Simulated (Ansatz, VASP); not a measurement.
BePt in VASP and in Ansatz

```
Be Pt
1.0
     0.00000    2.23510    2.23510
     2.23510    0.00000    2.23510
     2.23510    2.23510    0.00000
Be Pt
1 1
Direct
  0.00000 0.00000 0.00000
  0.50000 0.50000 0.50000
```

Alike in both runs: task single point; functional PBE; k mesh 20 × 20 × 20; occupations gaussian, width 0.1 eV; no spin polarisation.

|  | VASP | Ansatz |
| --- | --- | --- |
| version | VASP 6.6.1 | Ansatz 0.2.0 |
| potentials or method | VASP PAW PBE potentials, release 64 (Be, Pt), cutoff 520 eV | scalar-relativistic, plane waves, PAW |
| valence electrons in the cell | 12 | 20 |

```tsv
	VASP	Ansatz	Ansatz less VASP
gap on the k mesh at the Fermi level (eV)	none	none	-
pressure (GPa)	27.1	27.0	-0.13
```

A gap of «none» marks a metal or a gap that the smearing closes. VASP's potentials hold 12 valence electrons a cell and Ansatz's 20, so a difference there can come from the potentials and not from the codes.

Spin-orbit coupling is off throughout.
